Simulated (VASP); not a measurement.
## Al: single point with r2SCAN

Al:

```
Al
1.0
     2.77444    0.00000    0.00000
    -1.38722    2.40274    0.00000
     0.00000    0.00000    4.80107
Al
2
Direct
  0.33333 0.66667 0.25000
  0.66667 0.33333 0.75000
```

| Quantity | Value |
| --- | --- |
| Program | VASP 6.6.1 |
| Task | single point |
| Functional | r2SCAN |
| Potentials or basis | VASP PAW PBE potentials, release 64 (Al) |
| Cutoff | 520 eV |
| k mesh | 11 × 11 × 6 |
| Occupations | fermi-dirac, width 0.05 eV |
| Spin | no spin polarisation |
| Dipole correction | no |
| Further INCAR settings | ALGO = Normal; EDIFF = 1e-06; NBANDS = 10 |

| Quantity | Value |
| --- | --- |
| Pressure | 0.2 GPa |
| Band gap on the k mesh | zero (band 3 reaches 12.06 eV, above the bottom of band 4 at 5.26 eV) |

Stress tensor (GPa, compression positive):
```
 2.53  0.00  0.00
 0.00  2.53  0.00
 0.00  0.00 -4.32
```

Levels at points of the mesh, in eV from the Fermi level:
| k point | band 1 | band 2 | band 3 | band 4 | band 5 | band 6 | band 7 | band 8 |
| --- | --- | --- | --- | --- | --- | --- | --- | --- |
| (0.00, 0.00, 0.00) | -12.13 | -5.52 | -5.39 | 11.91 | 12.54 | 12.54 | 12.56 | 12.56 |
| (0.00, 0.00, 0.50) | -10.43 | -10.43 | 2.54 | 2.54 | 13.40 | 13.40 | 13.40 | 13.40 |

Wall time 22 s on 1 thread of Intel(R) Xeon(R) 6975P-C (Granite Rapids) (shared host), peak memory 0.16 GiB.

Caveat: the PAW data sets were made with another functional, which shifts forces and pressure a little.
